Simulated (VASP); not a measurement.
# CoO (P6_3/mmc) in VASP: single point with PBE

Aim: the single point of CoO with PBE.

Everything below comes from runs of VASP 6.6.1. Logs are shortened: lines on timing, memory, paths and dates and some standing lists are left out, and cuts for length are marked.

## 1. The cell of the first run

Symmetry: P6_3/mmc, No. 194, hexagonal system. Conventional cell: a = 2.913 Å, b = 2.913 Å, c = 5.187 Å, α = 90.00°, β = 90.00°, γ = 120.00°. Within 2.8 Å of Co (site symmetry -3m) lie 6 O at 2.12 Å and 2 Co at 2.59 Å. Within 2.8 Å of O (site symmetry -6m2) lie 6 Co at 2.12 Å.

## 2. Single point, PBE, collinear spin, antiferromagnetic start

INCAR reads:

```
SYSTEM = CoO
ALGO = Normal ; EDIFF = 1E-6
ENCUT = 520 ; GGA = PE
ISIF = 2 ; ISMEAR = 0
ISPIN = 2 ; LASPH = .TRUE.
LCHARG = .TRUE. ; LELF = .TRUE.
LMAXMIX = 4 ; LORBIT = 11
LREAL = .FALSE. ; LVHAR = .TRUE.
LWAVE = .FALSE. ; MAGMOM = 3 -3 0 0
NBANDS = 27 ; NELM = 150
PREC = Accurate ; SIGMA = 0.05
```

KPOINTS reads:

```
k-points
0
G
  12 12 8
  0 0 0
```

POSCAR reads:

```
CoO
1.0
    2.9131911159      0.0000000000      0.0000000000
   -1.4565955580      2.5228975125      0.0000000000
    0.0000000000      0.0000000000      5.1866564263
Co O
2 2
Direct
    0.0000000000      0.0000000000      0.0000000000
    0.0000000000      0.0000000000      0.5000000000
    0.3333333333      0.6666666667      0.2500000000
    0.6666666667      0.3333333333      0.7500000000
```

Potentials or basis: VASP PAW PBE potentials, release 64 (Co, O).

On the command line:

```bash
cat potpaw_PBE.64/Co/POTCAR potpaw_PBE.64/O/POTCAR > POTCAR
mpirun -np 1 vasp_std > vasp.out
```

OUTCAR:

```text
SYSTEM = CoO
   EDIFF = 1E-6
   ENCUT = 520
   GGA = PE
   ISIF = 2
   ISMEAR = 0
   ISPIN = 2
   LASPH = .TRUE.
   LORBIT = 11
   LREAL = .FALSE.
   NELM = 150
   PREC = Accurate

 ion  position               nearest neighbor table
   1  0.000  0.000  0.000-   3 2.12   4 2.12   4 2.12   3 2.12   4 2.12   3 2.12   2 2.59   2 2.59

   2  0.000  0.000  0.500-   3 2.12   4 2.12   4 2.12   3 2.12   4 2.12   3 2.12   1 2.59   1 2.59

   3  0.333  0.667  0.250-   1 2.12   2 2.12   1 2.12   2 2.12   1 2.12   2 2.12
   4  0.667  0.333  0.750-   1 2.12   2 2.12   1 2.12   2 2.12   1 2.12   2 2.12

  LATTYP: Found a hexagonal cell.
 ALAT       =     2.9131911159
 C/A-ratio  =     1.7804037634

  Lattice vectors:

 A1 = (   2.9131911159,   0.0000000000,   0.0000000000)
 A2 = (  -1.4565955580,   2.5228975125,   0.0000000000)
 A3 = (   0.0000000000,   0.0000000000,   5.1866564263)

Analysis of symmetry for initial positions (statically):
=====================================================================
 Subroutine PRICEL returns:
 Original cell was already a primitive cell.

 Routine SETGRP: Setting up the symmetry group for a
 hexagonal supercell.

 Subroutine GETGRP returns: Found 24 space group operations
 (whereof 12 operations were pure point group operations)
 out of a pool of 24 trial point group operations.

The static configuration has the point symmetry D_3d.
 The point group associated with its full space group is D_6h.

Analysis of symmetry for dynamics (positions and initial velocities):
=====================================================================
 Subroutine PRICEL returns:
 Original cell was already a primitive cell.

 Routine SETGRP: Setting up the symmetry group for a
 hexagonal supercell.

 Subroutine GETGRP returns: Found 24 space group operations
 (whereof 12 operations were pure point group operations)
 out of a pool of 24 trial point group operations.

The dynamic configuration has the point symmetry D_3d.
 The point group associated with its full space group is D_6h.

Analysis of structural, dynamic, and magnetic symmetry:
=====================================================================
 Subroutine PRICEL returns:
 Original cell was already a primitive cell.

 Routine SETGRP: Setting up the symmetry group for a
 hexagonal supercell.

 Subroutine GETGRP returns: Found 24 space group operations
 (whereof 12 operations were pure point group operations)
 out of a pool of 24 trial point group operations.

The overall configuration has the point symmetry D_3d.
 The point group associated with its full space group is D_6h.
[... 132 lines left out ...]
   LEPSILON=     F    determine dielectric tensor
   LRPA    =     F    only Hartree local field effects (RPA)
 spin polarized calculation
 Gauss-broadening in eV      SIGMA  =   0.05
  energy-cutoff  :      520.00
  volume of cell :       38.12
 maximum number of plane-waves:      1052
 NGX is ok and might be reduce to    24
   NGX = 11   NGY = 11   NGZ = 19

 number of electron      29.9999994 magnetization      -0.0000000

 number of electron      29.9999994 magnetization       0.0000000

 Free energy of the ion-electron system (eV)
  ---------------------------------------------------
  ext. energy  EPLUGINS =         0.00000000
  ---------------------------------------------------
  free energy    TOTEN  =       -26.43905309 eV

  energy without entropy =      -26.43096388  energy(sigma->0) =      -26.43500849

 E-fermi :   8.0087     XC(G=0): -12.4717

 val. band max:        8.0071386857   @ k =   0.4167   0.1667   0.5000
 cond. band min:       8.0136977513   @ k =   0.3333   0.0833   0.3750
 fundamental gap:      0.0065590656
 Fermi energy:         8.0086655114

 spin component 1

 k-point     1 :       0.0000    0.0000    0.0000
  band No.  band energies     occupation
      1     -12.0939      1.00000
      2     -11.0153      1.00000
      3      -0.1118      1.00000
      4       2.7871      1.00000
      5       2.7871      1.00000
      6       4.5084      1.00000
[... 709 lines left out ...]
     26      24.6953      0.00000
     27      25.9461      0.00000

 [... further k-points ...]

 spin component 2

 k-point     1 :       0.0000    0.0000    0.0000
  band No.  band energies     occupation
      1     -12.0939      1.00000
      2     -11.0153      1.00000
      3      -0.1118      1.00000
      4       2.7871      1.00000
      5       2.7871      1.00000
      6       4.5084      1.00000
[... 709 lines left out ...]
     26      24.6700      0.00000
     27      25.9203      0.00000

 [... further k-points ...]

------------------------ aborting loop because EDIFF is reached ----------------------------------------

  FORCE on cell =-STRESS in cart. coord.  units (eV):
  Direction    XX          YY          ZZ          XY          YZ          ZX
  --------------------------------------------------------------------------------------
  -------------------------------------------------------------------------------------
  Total       -1.4594029     -1.4594029      0.2779492      0.0000000     -0.0000000      0.0000000
  in kB      -61.3380141    -61.3380141     11.6820742      0.0000000     -0.0000000      0.0000000
  external PRESSURE =     -36.9979847 kB  Pullay stress =       0.0000000 kB

 VOLUME and BASIS-vectors are now :
 -----------------------------------------------------------------------------
  energy-cutoff  :      520.00
  volume of cell :       38.12
      direct lattice vectors                 reciprocal lattice vectors
     2.913191116  0.000000000  0.000000000     0.343266185  0.198184824  0.000000000
    -1.456595558  2.522897513  0.000000000     0.000000000  0.396369648  0.000000000
     0.000000000  0.000000000  5.186656426     0.000000000  0.000000000  0.192802437

 POSITION                                       TOTAL-FORCE (eV/Angst)
 -----------------------------------------------------------------------------------
      0.00000      0.00000      0.00000        -0.000000      0.000000      0.000000
      0.00000      0.00000      2.59333        -0.000000      0.000000      0.000000
     -0.00000      1.68193      1.29666        -0.000000      0.000000     -0.000000
      1.45660      0.84097      3.88999         0.000000     -0.000000     -0.000000
 -----------------------------------------------------------------------------------
    total drift:                               -0.000000      0.000000     -0.000000

  FREE ENERGIE OF THE ION-ELECTRON SYSTEM (eV)
  ---------------------------------------------------
  free  energy   TOTEN  =       -26.4390530884 eV

  energy  without entropy=      -26.4309638843  energy(sigma->0) =      -26.43500849

 total charge

# of ion       s       p       d       tot
------------------------------------------
    1        0.306   0.383   7.187   7.876
    2        0.306   0.383   7.187   7.876
    3        1.564   3.398   0.000   4.962
    4        1.564   3.398   0.000   4.962
--------------------------------------------------
tot          3.740   7.563  14.373  25.675

 magnetization (x)

# of ion       s       p       d       tot
------------------------------------------
    1        0.003  -0.003   2.349   2.349
    2       -0.003   0.003  -2.349  -2.349
    3        0.000   0.000   0.000   0.000
    4        0.000   0.000   0.000   0.000
--------------------------------------------------
tot          0.000   0.000   0.000   0.000
```

OSZICAR:

```text
N       E                     dE             d eps       ncg     rms          rms(c)
DAV:   1     0.245224519968E+03    0.24522E+03   -0.13526E+04 10423   0.137E+03
DAV:   2    -0.633347962092E+01   -0.25156E+03   -0.22444E+03 10674   0.319E+02
DAV:   3    -0.310272663701E+02   -0.24694E+02   -0.23237E+02 11332   0.113E+02
DAV:   4    -0.315755166673E+02   -0.54825E+00   -0.54598E+00 11233   0.170E+01
DAV:   5    -0.315937452643E+02   -0.18229E-01   -0.18225E-01 13758   0.292E+00    0.210E+01
DAV:   6    -0.294737883518E+02    0.21200E+01   -0.24060E+01 13915   0.836E+01    0.290E+01
DAV:   7    -0.265111280308E+02    0.29627E+01   -0.29188E+01 11897   0.762E+01    0.106E+01
DAV:   8    -0.264841638663E+02    0.26964E-01   -0.14256E+00 14422   0.125E+01    0.568E+00
DAV:   9    -0.264648589469E+02    0.19305E-01   -0.40879E-01 15882   0.120E+01    0.259E+00
DAV:  10    -0.264499531454E+02    0.14906E-01   -0.11819E-01 13472   0.531E+00    0.125E+00
DAV:  11    -0.264374930693E+02    0.12460E-01   -0.53882E-02 15434   0.367E+00    0.414E-01
DAV:  12    -0.264399567442E+02   -0.24637E-02   -0.15694E-02 12019   0.112E+00    0.310E-01
DAV:  13    -0.264393873397E+02    0.56940E-03   -0.73660E-04 14365   0.458E-01    0.185E-01
DAV:  14    -0.264390522346E+02    0.33511E-03   -0.66641E-04 15359   0.330E-01    0.583E-02
DAV:  15    -0.264390498909E+02    0.23436E-05   -0.74975E-05 12956   0.109E-01    0.246E-02
DAV:  16    -0.264390535795E+02   -0.36886E-05   -0.97637E-06 12997   0.577E-02    0.137E-02
DAV:  17    -0.264390530884E+02    0.49108E-06   -0.13471E-06  7842   0.226E-02
   1 F= -.26439053E+02 E0= -.26435008E+02  d E =-.808920E-02  mag=     0.0000
```

It took 2.2 min on 1 thread of Intel Xeon Platinum 8375C at 2.90GHz (Ice Lake), shared host; peak memory 0.27 GiB.

What came out:

```
Free energy                                           : -26.4391 eV
Pressure                                              : -3.7 GPa
Band gap on the k mesh                                : zero (filled and empty bands overlap)
Net moment                                            : 0.00 μB per cell
Site moments                                          : Co +2.35, -2.35; O +0.00 μB
Valence electrons inside the program's atomic spheres : Co 7.88; O 4.96
```

Caveat: the cell stands under tension; semilocal functionals often make such compounds metallic where correlation or magnetic order opens a gap, which also shifts bond lengths. With open d or f shells a metallic result of PBE can be an artefact of self-interaction; +U or a hybrid may open a gap.
